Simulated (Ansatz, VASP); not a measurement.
## BAs in VASP and in Ansatz

```
B As
1.0
     0.00000    2.39187    2.39187
     2.39187    0.00000    2.39187
     2.39187    2.39187    0.00000
B As
1 1
Direct
  0.00000 0.00000 0.00000
  0.25000 0.25000 0.25000
```

Alike in both runs: task single point; functional HSE06; k mesh 4 × 4 × 4; occupations fermi-dirac, width 0.2 eV; no spin polarisation.

|  | VASP | Ansatz |
| --- | --- | --- |
| version | VASP 6.6.1 | Ansatz 0.2.0 |
| potentials or method | VASP PAW PBE potentials, release 64 (B, As) | plane waves |
| plane-wave cutoff (eV) | 520 | 420 |
| valence electrons in the cell | 8 | 18 |

```tsv
	VASP	Ansatz	Ansatz less VASP
pressure (GPa)	-0.6	-0.5	+0.13
```

VASP's potentials hold 8 valence electrons a cell and Ansatz's 18, so a difference there can come from the potentials and not from the codes. Ansatz's warnings: stress exchange threshold loose, stress scf threshold loose.

The k mesh is coarse, so the values compare programs but aren't converged.
